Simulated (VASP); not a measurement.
A run of VASP 6.6.1 is set up as follows.

INCAR

```
PREC = Accurate
ENCUT = 520
EDIFF = 1E-6
ISMEAR = -1
SIGMA = 0.02
LREAL = F
LASPH = T
NELM = 80
ALGO = Normal
ISIF = 2
LWAVE = F
LCHARG = T
GGA = PE
LELF = T
LVHAR = T
NBANDS = 24
```

File KPOINTS:

```
Automatic mesh
0
Gamma
  6 6 6
```

File POSCAR:

```
Ca2SeO
1.0
    3.8828618427      0.0000000000      0.0000000000
    0.0000000000      3.8828618427      0.0000000000
    0.0000000000      0.0000000000      5.2153321130
O Ca Se
1 2 1
Direct
    0.0000000000      0.0000000000      0.0000000000
    0.0000000000      0.0000000000      0.5000000000
    0.5000000000      0.5000000000      0.0000000000
    0.5000000000      0.5000000000      0.5000000000
```

Potentials or basis: VASP PAW PBE potentials, release 64 (O, Ca_sv, Se).

The run is started by

```bash
$ cat potpaw_PBE.64/O/POTCAR potpaw_PBE.64/Ca_sv/POTCAR potpaw_PBE.64/Se/POTCAR > POTCAR
$ mpirun -np 1 vasp_std > vasp.out
```

**Question.** Estimate the band gap on the k mesh.

**Answer.** 1.97 eV.

**Question.** What does it give for the pressure?

**Answer.** 5.6 GPa.

Stress tensor (GPa, compression positive):
```
 2.82  0.00  0.00
 0.00  2.82  0.00
 0.00  0.00 11.27
```

Caveat: the cell differs from its parent crystal (uniaxial z strain -5.1%); the cell stands under pressure. A k mesh can miss the band edges.
